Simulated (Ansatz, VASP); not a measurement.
**GaN: VASP beside Ansatz**

```xyz
2
Lattice="0.0000 2.2535 2.2535 2.2535 0.0000 2.2535 2.2535 2.2535 0.0000" Properties=species:S:1:pos:R:3 pbc="T T T"
Ga    0.0000    0.0000    0.0000
N     3.3095    3.4510    3.3803
```

Change from the starting cell: all N atoms moved -0.100 Å, as atom 2 along Cartesian [1 -1 0].

Alike in both runs: task single point; functional r2SCAN; k mesh 10 × 10 × 10; occupations gaussian, width 0.05 eV; no spin polarisation.

|  | VASP | Ansatz |
| --- | --- | --- |
| version | VASP 6.6.1 | Ansatz 0.2.0 |
| potentials or method | VASP PAW PBE potentials, release 64 (Ga_d, N), cutoff 520 eV | scalar-relativistic, plane waves, PAW |
| valence electrons in the cell | 18 | 18 |

|  | VASP | Ansatz | Ansatz less VASP |
| --- | --- | --- | --- |
| gap on the k mesh at the Fermi level (eV) | 1.95 | 1.96 | +0.005 |
| least direct gap on the mesh (eV) | 1.95 | 1.96 | +0.005 |
| pressure (GPa) | 0.9 | -0.1 | -1.08 |
| traceless stress, the component that is largest in VASP (GPa) | 4.34 | 4.10 | -0.236 |
| rms of the force components (eV/Å) | 0.771 | 0.755 | -0.0165 |

VASP's potentials were made for PBE, not for r2SCAN. Atom by atom the forces differ by 0.017 eV/Å (rms over components).
